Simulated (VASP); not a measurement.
A run of VASP 6.6.1:

The input INCAR:

```
SYSTEM = CuF3
PREC = Accurate
ENCUT = 820
EDIFF = 1E-6
ISMEAR = 0
SIGMA = 0.05
LREAL = .FALSE.
LASPH = .TRUE.
NELM = 200
ALGO = Normal
ISIF = 2
LWAVE = .FALSE.
LCHARG = .FALSE.
ISPIN = 2
MAGMOM = 1.31 0.27 0.27 0.27
LORBIT = 11
LMAXMIX = 4
LDAU = .TRUE.
LDAUTYPE = 1
LDAUL = 2 -1
LDAUU = 8 0
LDAUJ = 0.5 0
LDAUPRINT = 1
GGA = PE
NBANDS = 32
GGA_COMPAT = .FALSE.
```

File KPOINTS:

```
Automatic mesh
0
G
  5 5 5
  0 0 0
```

POSCAR

```
CuF3
1.0
    3.7647689300      0.0000000000      0.0000000000
    0.0000000000      3.7647689300      0.0000000000
    0.0000000000      0.0000000000      3.7647689300
Cu F
1 3
Direct
    0.0000000000      0.0000000000      0.0000000000
    0.5000000000      0.0000000000      0.0000000000
    0.0000000000      0.0000000000      0.5000000000
    0.0000000000      0.5000000000      0.0000000000
```

Potentials or basis: VASP PAW PBE potentials, release 64 (Cu_sv_GW, F).

Command:

```sh
$ cat potpaw_PBE.64/Cu_sv_GW/POTCAR potpaw_PBE.64/F/POTCAR > POTCAR
$ mpirun -np 1 vasp_std > vasp.out
```

Hardware: 1 thread of Intel(R) Xeon(R) Platinum 8259CL CPU @ 2.50GHz (Skylake/Cascade Lake), on a shared host.

Question: How long does it take, and how much memory?

Answer: It took 81 s on 1 thread of Intel(R) Xeon(R) Platinum 8259CL CPU @ 2.50GHz (Skylake/Cascade Lake), with other jobs on the host, peak memory 0.27 GiB. Counts: scf iterations 20, k points 10.
